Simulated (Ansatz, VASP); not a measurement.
## Two plane-wave programs on Ge

File INCAR:

```
PREC     = Accurate       # precision mode
ENCUT    = 520            # plane-wave cutoff, eV
EDIFF    = 1E-8           # SCF threshold, eV
ISMEAR   = -1             # smearing method
SIGMA    = 0.05           # smearing width, eV
LREAL    = F              # projectors in reciprocal space
LASPH    = T              # aspherical terms in the spheres
NELM     = 60             # most SCF steps
ALGO     = Normal         # electronic algorithm
ISIF     = 2              # what is computed and relaxed
LWAVE    = F              # write WAVECAR
LCHARG   = F              # write CHGCAR
GGA      = PE             # functional
LEFG     = T            
NBANDS   = 21             # bands
```

Contents of KPOINTS:

```
Automatic mesh
0
Gamma
  15 15 8
```

Contents of POSCAR:

```
Ge
1.0
    2.9459020178      0.0000000000      0.0000000000
   -1.4729510089      2.5512259844      0.0000000000
    0.0000000000      0.0000000000      5.0024465661
Ge
2
Direct
    0.3333333333      0.6666666667      0.2500000000
    0.6666666667      0.3333333333      0.7500000000
```

Input for Ansatz:

```yaml
crystal:
  lattice:
    - [2.9459020178, 0.0, 0.0]
    - [-1.4729510089, 2.5512259844, 0.0]
    - [0.0, 0.0, 5.0024465661]
  atoms:
    - { symbol: Ge, position: [0.3333333333, 0.6666666667, 0.25] }
    - { symbol: Ge, position: [0.6666666667, 0.3333333333, 0.75] }
kpoints:
  mp_grid: { grid: [15, 15, 8] }
scf:
  occupations: { method: fermi_dirac, width: 0.05 }
hamiltonian:
  xc: pbe
  pseudopotentials: { kind: paw }
output:
  forces: true
  stress: true
  eigenvalues: true
  efg: { contact_densities: true }
```

Change from the starting cell: volume scaled by 0.97, PAW files.

Alike in both runs: task electric field gradients; functional PBE; k mesh 15 × 15 × 8; occupations fermi-dirac, width 0.05 eV; no spin polarisation.

```csv
,VASP,Ansatz
version,VASP 6.6.1,Ansatz 0.2.0
potentials or method,"VASP PAW PBE potentials, release 64 (Ge_d)","PAW with Ansatz's default frozen-core files, scalar-relativistic"
plane-wave cutoff (eV),520,420
valence electrons in the cell,28,28
```

|  | VASP | Ansatz | Ansatz less VASP |
| --- | --- | --- | --- |
| pressure (GPa) | 2.1 | 2.1 | -0.03 |
| traceless stress, the component that is largest in VASP (GPa) | -0.11 | -0.10 | +0.010 |
| size of Vzz on the site where it differs most (V/Å²) | 3.9 | 4.2 | +0.34 |
